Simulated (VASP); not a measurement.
# MoS2 in VASP: a series of runs

MoS2 is run at these levels: PBE, r2SCAN; tasks: single point.

Everything below comes from runs of VASP 6.6.1. Logs are shortened: lines on timing, memory, paths and dates and some standing lists are left out, and cuts for length are marked.

### Step 1. The cell of the first run

It takes space group P-6m2 (No. 187, hexagonal). The conventional cell has a = 3.316 Å, b = 3.316 Å, c = 6.724 Å, α = 90.00°, β = 90.00°, γ = 120.00°. Within 3.2 Å of Mo (site symmetry -6m2) lie 6 S at 2.44 Å. S (site symmetry 3m) has 3 Mo at 2.44 Å and 1 S at 3.03 Å within 3.2 Å.

### Step 2. Single point, PBE (epitaxial xy strain +4.6%)

The input, INCAR:

```
  PREC = Accurate
  ENCUT = 520
  EDIFF = 1E-6
  ISMEAR = -1
  SIGMA = 0.02
  LREAL = False
  LASPH = True
  NELM = 60
  ALGO = Normal
  ISIF = 2
  LWAVE = False
  LCHARG = False
  GGA = PE
  NBANDS = 20
```

The input, KPOINTS:

```
Automatic mesh
0
Gamma
  12 12 4
```

The input, POSCAR:

```
MoS2
1.0
    3.3158717878      0.0000000000      0.0000000000
   -1.6579358939      2.8716292039      0.0000000000
    0.0000000000      0.0000000000      6.7237723276
Mo S
1 2
Direct
    0.0000000000      0.0000000000      0.0000000000
    0.3333333333      0.6666666667      0.2250361553
    0.3333333333      0.6666666667      0.7749638447
```

Potentials or basis: VASP PAW PBE potentials, release 64 (Mo_sv, S).

Started as:

```console
cat potpaw_PBE.64/Mo_sv/POTCAR potpaw_PBE.64/S/POTCAR > POTCAR
mpirun -np 1 vasp_std > vasp.out
```

OUTCAR:

```text
PREC = Accurate
   ENCUT = 520
   EDIFF = 1E-6
   ISMEAR = -1
   LREAL = False
   LASPH = True
   NELM = 60
   ISIF = 2
   GGA = PE

 ion  position               nearest neighbor table
   1  0.000  0.000  0.000-   2 2.44   3 2.44   2 2.44   3 2.44   2 2.44   3 2.44
   2  0.333  0.667  0.225-   1 2.44   1 2.44   1 2.44
   3  0.333  0.667  0.775-   1 2.44   1 2.44   1 2.44

  LATTYP: Found a hexagonal cell.
 ALAT       =     3.3158717878
 C/A-ratio  =     2.0277540140

  Lattice vectors:

 A1 = (   3.3158717878,   0.0000000000,   0.0000000000)
 A2 = (  -1.6579358939,   2.8716292039,   0.0000000000)
 A3 = (   0.0000000000,   0.0000000000,   6.7237723276)

Analysis of symmetry for initial positions (statically):
=====================================================================
 Subroutine PRICEL returns:
 Original cell was already a primitive cell.

 Routine SETGRP: Setting up the symmetry group for a
 hexagonal supercell.

 Subroutine GETGRP returns: Found 12 space group operations
 (whereof 12 operations were pure point group operations)
 out of a pool of 24 trial point group operations.

The static configuration has the point symmetry D_3h.

Analysis of symmetry for dynamics (positions and initial velocities):
=====================================================================
 Subroutine PRICEL returns:
 Original cell was already a primitive cell.

 Routine SETGRP: Setting up the symmetry group for a
 hexagonal supercell.

 Subroutine GETGRP returns: Found 12 space group operations
 (whereof 12 operations were pure point group operations)
 out of a pool of 24 trial point group operations.

The dynamic configuration has the point symmetry D_3h.

 Subroutine INISYM returns: Found 12 space group operations
 (whereof 12 operations are pure point group operations),
 and found     1 'primitive' translations

----------------------------------------------------------------------------------------

                                     Primitive cell

  volume of cell :      64.0235

  direct lattice vectors                    reciprocal lattice vectors
     3.315871788  0.000000000  0.000000000     0.301579815  0.174117187  0.000000000
    -1.657935894  2.871629204  0.000000000     0.000000000  0.348234375  0.000000000
     0.000000000  0.000000000  6.723772328     0.000000000  0.000000000  0.148726035

  length of vectors
     3.315871788  3.315871788  6.723772328     0.348234375  0.348234375  0.148726035

  position of ions in fractional coordinates (direct lattice)
     0.000000000  0.000000000  0.000000000
     0.333333333  0.666666667  0.225036155
     0.333333333  0.666666667  0.774963845

  ion indices of the primitive-cell ions
   primitive index   ion index
                 1           1
                 2           2
                 3           3

----------------------------------------------------------------------------------------

 KPOINTS: Automatic mesh

Automatic generation of k-mesh.
 Grid dimensions read from file:
 generate k-points for:   12   12    4

 Generating k-lattice:

  Cartesian coordinates                     Fractional coordinates (reciprocal lattice)
     0.025131651  0.014509766  0.000000000     0.083333333  0.000000000  0.000000000
     0.000000000  0.029019531  0.000000000     0.000000000  0.083333333  0.000000000
     0.000000000  0.000000000  0.037181509     0.000000000  0.000000000  0.250000000

  Length of vectors
     0.029019531  0.029019531  0.037181509

  Shift w.r.t. Gamma in fractional coordinates (k-lattice)
     0.000000000  0.000000000  0.000000000

 Subroutine IBZKPT returns following result:
 ===========================================

 Found     57 irreducible k-points:

 Following reciprocal coordinates:
            Coordinates               Weight
  0.000000  0.000000  0.000000      1.000000
  0.083333  0.000000  0.000000      6.000000
  0.166667 -0.000000  0.000000      6.000000
  0.250000  0.000000  0.000000      6.000000
  0.333333  0.000000  0.000000      6.000000
  0.416667  0.000000  0.000000      6.000000
[... 16 lines left out ...]
  0.250000  0.000000  0.250000     12.000000
  0.333333  0.000000  0.250000     12.000000
 [... further k-points ...]
   k-points           NKPTS =     57   k-points in BZ     NKDIM =     57   number of bands    NBANDS=     20
   number of dos      NEDOS =    301   number of ions     NIONS =      3
   total plane-waves  NPLWV =  39200
   dimension x,y,z NGX =    28 NGY =   28 NGZ =   50
   dimension x,y,z NGXF=    56 NGYF=   56 NGZF=  100
   ions per type =               1   2
   NGX,Y,Z   is equivalent  to a cutoff of  14.04, 14.04, 12.36 a.u.
   NGXF,Y,Z  is equivalent  to a cutoff of  28.08, 28.08, 24.73 a.u.
 SYSTEM =  unknown system
   PREC   = accura    normal or accurate (medium, high low for compatibility)
   ISTART =      0    job   : 0-new  1-cont  2-samecut
   ICHARG =      2    charge: 1-file 2-atom 10-const
   ISPIN  =      1    spin polarized calculation?
   LNONCOLLINEAR =      F non collinear calculations
   LSORBIT =      F    spin-orbit coupling
   LASPH  =      T    aspherical Exc in radial PAW
   ENCUT  =  520.0 eV  38.22 Ry    6.18 a.u.   6.17  6.17 12.50*2*pi/ulx,y,z
   NELM   =     60;   NELMIN=  2; NELMDL= -5     # of ELM steps
   EDIFF  = 0.1E-05   stopping-criterion for ELM
   LREAL  =      F    real-space projection
   EDIFFG = 0.1E-04   stopping-criterion for IOM
   NSW    =      0    number of steps for IOM
   IBRION =     -1    ionic relax: 0-MD 1-quasi-New 2-CG
   NFREE  =      0    steps in history (QN), initial steepest desc. (CG)
   ISIF   =      2    stress and relaxation
   ISYM   =      2    0-nonsym 1-usesym 2-fastsym
   POTIM  = 0.5000    time-step for ionic-motion
   TEBEG  =    0.0;   TEEND  =   0.0 temperature during run
   PSTRESS=    0.0 pullay stress
   NELECT =      26.0000    total number of electrons
   NUPDOWN=      -1.0000    fix difference up-down
   EMIN   =  10.00;   EMAX   =-10.00  energy-range for DOS
   EFERMI =   0.00;   METHOD = LEGACY
   ISMEAR =    -1;   SIGMA  =   0.02  broadening in eV -4-tet -1-fermi 0-gaus
   EFERMI_NEDOS =   21; number of points for ismear=-14 and -15
   IALGO  =     38    algorithm
   IMIX   =      4    mixing-type and parameters
     AMIX     =   0.40;   BMIX     =  1.00
     AMIX_MAG =   1.60;   BMIX_MAG =  1.00
  volume/ion in A,a.u.               =      21.34       144.02
  Fermi-wavevector in a.u.,A,eV,Ry     =   1.212326  2.290965 19.996965  1.469735
  Thomas-Fermi vector in A             =   2.347814
   LORBIT       =      0    0 simple, 1 ext, 2 COOP (PROOUT), +10 PAW based schemes
   GGA     = PE    functional components
   LHFCALC =     F    Hartree Fock is set to
   AEXX    =    0.0000 exact exchange contribution
   IVDW    =     0    specifies the selected vdW correction
   LEPSILON=     F    determine dielectric tensor
   LRPA    =     F    only Hartree local field effects (RPA)
 non-spin polarized calculation
  energy-cutoff  :      520.00
  volume of cell :       64.02
 maximum number of plane-waves:      1742
 NGX is ok and might be reduce to    28
   NGX = 13   NGY = 13   NGZ = 25

 number of electron      26.0000003 magnetization

 Free energy of the ion-electron system (eV)
  ---------------------------------------------------
  ext. energy  EPLUGINS =         0.00000000
  ---------------------------------------------------
  free energy    TOTEN  =       -21.69220471 eV

  energy without entropy =      -21.69220437  energy(sigma->0) =      -21.69220454

 E-fermi :   5.7215     XC(G=0):  -9.6840

 val. band max:        5.5546309392   @ k =   0.0000   0.0000   0.5000
 cond. band min:       5.9294907108   @ k =   0.3333   0.3333   0.0000
 fundamental gap:      0.3748597716
 Fermi energy:         5.7215203691

 k-point     1 :       0.0000    0.0000    0.0000
  band No.  band energies     occupation
      1     -56.1980      2.00000
      2     -30.2606      2.00000
      3     -30.1917      2.00000
      4     -30.1917      2.00000
      5      -9.0446      2.00000
      6      -7.5538      2.00000
[... 12 lines left out ...]
     19      12.5580      0.00000
     20      13.4606      0.00000

 k-point     2 :       0.0833    0.0000    0.0000
  band No.  band energies     occupation
      1     -56.1966      2.00000
      2     -30.2574      2.00000
      3     -30.2085      2.00000
      4     -30.1956      2.00000
      5      -8.9588      2.00000
      6      -7.5246      2.00000
[... 12 lines left out ...]
     19      12.6847      0.00000
     20      13.8947      0.00000

 k-point     3 :       0.1667   -0.0000    0.0000
  band No.  band energies     occupation
      1     -56.1926      2.00000
      2     -30.2543      2.00000
      3     -30.2486      2.00000
      4     -30.2061      2.00000
      5      -8.7165      2.00000
      6      -7.4424      2.00000
[... 12 lines left out ...]
     19      13.0119      0.00000
     20      14.3134      0.00000

 k-point     4 :       0.2500    0.0000    0.0000
  band No.  band energies     occupation
      1     -56.1872      2.00000
      2     -30.3161      2.00000
      3     -30.2367      2.00000
      4     -30.2205      2.00000
      5      -8.3628      2.00000
      6      -7.3231      2.00000
[... 12 lines left out ...]
     19      13.1422      0.00000
     20      14.0957      0.00000

 k-point     5 :       0.3333    0.0000    0.0000
  band No.  band energies     occupation
      1     -56.1818      2.00000
      2     -30.3773      2.00000
      3     -30.2348      2.00000
      4     -30.2246      2.00000
      5      -7.9757      2.00000
      6      -7.1944      2.00000
[... 12 lines left out ...]
     19      12.4427      0.00000
     20      13.5232      0.00000
[... 353 lines left out ...]
      6      -7.5886      2.00000
[... 12 lines left out ...]
     19      12.9805      0.00000
     20      13.7786      0.00000

 k-point    22 :       0.1667   -0.0000    0.2500
  band No.  band energies     occupation
      1     -56.1926      2.00000
      2     -30.2542      2.00000
      3     -30.2486      2.00000
      4     -30.2061      2.00000
      5      -8.6818      2.00000
      6      -7.5019      2.00000
[... 12 lines left out ...]
     19      13.2053      0.00000
     20      14.4118      0.00000

 k-point    23 :       0.2500    0.0000    0.2500
  band No.  band energies     occupation
      1     -56.1872      2.00000
      2     -30.3161      2.00000
      3     -30.2367      2.00000
      4     -30.2205      2.00000
      5      -8.3289      2.00000
      6      -7.3762      2.00000
[... 12 lines left out ...]
     19      13.2016      0.00000
     20      13.9339      0.00000

 k-point    24 :       0.3333    0.0000    0.2500
  band No.  band energies     occupation
      1     -56.1818      2.00000
      2     -30.3773      2.00000
      3     -30.2348      2.00000
      4     -30.2246      2.00000
      5      -7.9434      2.00000
      6      -7.2404      2.00000
[... 12 lines left out ...]
     19      12.7886      0.00000
     20      13.3674      0.00000

 [... further k-points ...]

------------------------ aborting loop because EDIFF is reached ----------------------------------------

  FORCE on cell =-STRESS in cart. coord.  units (eV):
  Direction    XX          YY          ZZ          XY          YZ          ZX
  --------------------------------------------------------------------------------------
  -------------------------------------------------------------------------------------
  Total       -3.2545231     -3.2545231      0.8365616      0.0000000     -0.0000000      0.0000000
  in kB      -81.4439545    -81.4439545     20.9348279      0.0000000     -0.0000000      0.0000000
  external PRESSURE =     -47.3176937 kB  Pullay stress =       0.0000000 kB

 VOLUME and BASIS-vectors are now :
 -----------------------------------------------------------------------------
  energy-cutoff  :      520.00
  volume of cell :       64.02
      direct lattice vectors                 reciprocal lattice vectors
     3.315871788  0.000000000  0.000000000     0.301579815  0.174117187  0.000000000
    -1.657935894  2.871629204  0.000000000     0.000000000  0.348234375  0.000000000
     0.000000000  0.000000000  6.723772328     0.000000000  0.000000000  0.148726035

 POSITION                                       TOTAL-FORCE (eV/Angst)
 -----------------------------------------------------------------------------------
      0.00000      0.00000      0.00000        -0.000000     -0.000000      0.000000
     -0.00000      1.91442      1.51309         0.000000     -0.000000      0.089047
     -0.00000      1.91442      5.21068        -0.000000      0.000000     -0.089047
 -----------------------------------------------------------------------------------
    total drift:                                0.000000     -0.000000     -0.000000

  FREE ENERGIE OF THE ION-ELECTRON SYSTEM (eV)
  ---------------------------------------------------
  free  energy   TOTEN  =       -21.6922047123 eV

  energy  without entropy=      -21.6922043688  energy(sigma->0) =      -21.69220454
```

Run time: 32 s. Hardware: 1 thread of Intel Xeon 6975P-C (Granite Rapids), shared host; peak memory 0.22 GiB.

Results:

* Free energy: -21.6922 eV
* Pressure: -4.7 GPa
* Largest force: 0.089 eV/Å
* Band gap on the k mesh: 0.37 eV, indirect (least direct gap 1.25 eV)

Forces on the atoms (eV/Å):
```
Mo   0.000  0.000  0.000
S    0.000  0.000  0.089
S    0.000  0.000 -0.089
```

Stress tensor (GPa, compression positive):
```
-8.14  0.00  0.00
 0.00 -8.14  0.00
 0.00  0.00  2.09
```

Caveat: the cell differs from its parent crystal (epitaxial xy strain +4.6%); this functional lacks dispersion, which binds the layers, so the pressure and a relaxed spacing across them are unreliable.

### Step 3. Single point, r2SCAN (shear xy strain +1.9%)

The input, POSCAR:

```
MoS2
1.0
    3.1709609040      0.0304412247      0.0000000000
   -1.5591175781      2.7309120850      0.0000000000
    0.0000000000      0.0000000000      6.8100252139
Mo S
1 2
Direct
   -0.0011433648      0.0000578866      0.0000000000
    0.3339050157      0.6666377234      0.2285222344
    0.3339050157      0.6666377234      0.7714777656
```

The input, INCAR.step1:

```
PREC = Accurate
ENCUT = 520
ISMEAR = 0
SIGMA = 0.01
LREAL = False
LASPH = True
NELM = 100
NBANDS = 20
GGA = PE
ALGO = Normal
EDIFF = 1E-4
LWAVE = True
LCHARG = False
```

The input, INCAR.step2:

```
PREC = Accurate
ENCUT = 520
EDIFF = 1E-6
ISMEAR = 0
SIGMA = 0.01
LREAL = False
LASPH = True
NELM = 100
ALGO = Normal
ISIF = 2
LWAVE = False
LCHARG = False
METAGGA = R2SCAN
LMIXTAU = True
NBANDS = 20
ISTART = 1
```

KPOINTS is that of step 2.

Potentials or basis: VASP PAW PBE potentials, release 64 (Mo_sv, S).

Started as:

```console
cat potpaw_PBE.64/Mo_sv/POTCAR potpaw_PBE.64/S/POTCAR > POTCAR
cp INCAR.step1 INCAR
mpirun -np 1 vasp_std > vasp.out
cp INCAR.step2 INCAR
mpirun -np 1 vasp_std > vasp.out
```

OUTCAR:

```text
PREC = Accurate
   ENCUT = 520
   EDIFF = 1E-6
   ISMEAR = 0
   LREAL = False
   LASPH = True
   NELM = 100
   ISIF = 2
   METAGGA = R2SCAN
   ISTART = 1

 ion  position               nearest neighbor table
   1  0.999  0.000  0.000-   2 2.40   3 2.40   2 2.40   3 2.40   2 2.41   3 2.41
   2  0.334  0.667  0.229-   1 2.40   1 2.40   1 2.41
   3  0.334  0.667  0.771-   1 2.40   1 2.40   1 2.41

  Warning from LATTYP: Monoclinic adjustment (A1->A3, A2->A1, A3->A2)!
[... 750 lines left out ...]

  FORCE on cell =-STRESS in cart. coord.  units (eV):
  Direction    XX          YY          ZZ          XY          YZ          ZX
  --------------------------------------------------------------------------------------
  -------------------------------------------------------------------------------------
  Total        0.4322902      0.4504345      0.3028523     -0.5594648      0.0000000      0.0000000
  in kB       11.6805926     12.1708567      8.1831460    -15.1168817      0.0000000      0.0000000
  external PRESSURE =      10.6781985 kB  Pullay stress =       0.0000000 kB

 VOLUME and BASIS-vectors are now :
 -----------------------------------------------------------------------------
  energy-cutoff  :      520.00
  volume of cell :       59.30
      direct lattice vectors                 reciprocal lattice vectors
     3.170960904  0.030441225  0.000000000     0.313642812  0.179063260  0.000000000
    -1.559117578  2.730912085  0.000000000    -0.003496147  0.364182026  0.000000000
     0.000000000  0.000000000  6.810025214     0.000000000  0.000000000  0.146842334

 POSITION                                       TOTAL-FORCE (eV/Angst)
 -----------------------------------------------------------------------------------
      3.16725      0.03056      0.00000         0.000862      0.000032      0.000000
      0.01943      1.83069      1.55624        -0.000431     -0.000016     -0.038254
      0.01943      1.83069      5.25378        -0.000431     -0.000016      0.038254
 -----------------------------------------------------------------------------------
    total drift:                               -0.000128     -0.000100      0.000000

  FREE ENERGIE OF THE ION-ELECTRON SYSTEM (eV)
  ---------------------------------------------------
  free  energy   TOTEN  =       -44.9983102421 eV

  energy  without entropy=      -44.9983102421  energy(sigma->0) =      -44.99831024
```

Wall time 20 min (1 thread of Oxide Virtual Turin-like, shared host); peak memory 0.33 GiB.

What came out:

- Free energy: -44.9983 eV
- Pressure: 1.1 GPa
- Largest force: 0.038 eV/Å
- Band gap on the k mesh: 1.36 eV, indirect (least direct gap 1.80 eV)

Forces in eV/Å, atoms in the order of the input:
```
Mo   0.001  0.000  0.000
S    0.000  0.000 -0.038
S    0.000  0.000  0.038
```

Stress tensor (GPa, compression positive):
```
 1.17 -1.51  0.00
-1.51  1.22  0.00
 0.00  0.00  0.82
```

Caveat: the cell differs from its parent crystal (shear xy strain +1.9%); the PAW data sets were made with another functional, which shifts forces and pressure a little. A k mesh can miss the band edges.
